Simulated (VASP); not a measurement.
Runs of VASP 6.6.1 on P. The structure is that of space group Cmce (No. 64), or close to it. The cells are those of the table. 

| level | potentials or basis | cell | cutoff (eV) | smearing | gap on the mesh (eV) | pressure (GPa) | largest force (eV/Å) |
| --- | --- | --- | --- | --- | --- | --- | --- |
| LDA | VASP PAW LDA potentials, release 64 (P) | a = 5.592, b = 5.592, c = 4.451 Å, angles 90.0, 90.0, 146.4°, 4 atoms | 520 | fermi-dirac 0.05 eV | 0.07 | (a) | 0.69 |
| PBE | VASP PAW PBE potentials, release 64 (P) | a = 5.708, b = 5.708, c = 4.544 Å, angles 90.0, 90.0, 146.4°, 4 atoms | 520 | gaussian 0.024 eV | 0.11 | 1.7 | 0.29 |
| LDA | VASP PAW LDA potentials, release 64 (P) | a = 5.708, b = 5.708, c = 4.544 Å, angles 90.0, 90.0, 146.4°, 4 atoms | 520 | fermi-dirac 0.05 eV | 0.01 | -2.4 | 0.16 |
| PBE | VASP PAW PBE potentials, release 64 (P) | a = 5.783, b = 5.783, c = 4.603 Å, angles 90.0, 90.0, 146.4°, 4 atoms | 520 | fermi-dirac 0.05 eV | 0.19 | -1.1 | 0.12 |
| RPBE | VASP PAW PBE potentials, release 64 (P) | a = 7.454, b = 7.454, c = 4.759 Å, angles 90.0, 90.0, 154.3°, 4 atoms | 500 | fermi-dirac 0.05 eV | (b) | -0.4 | 0.07 |

Alike in all rows: task single point; no spin polarisation; k mesh 8 × 8 × 6.

Estimate the missing entries.

(a) 2.6; (b) 0.89.

Caveats: the PAW data sets were made with another functional, which shifts forces and pressure a little (some runs).

A k mesh can miss the band edges.
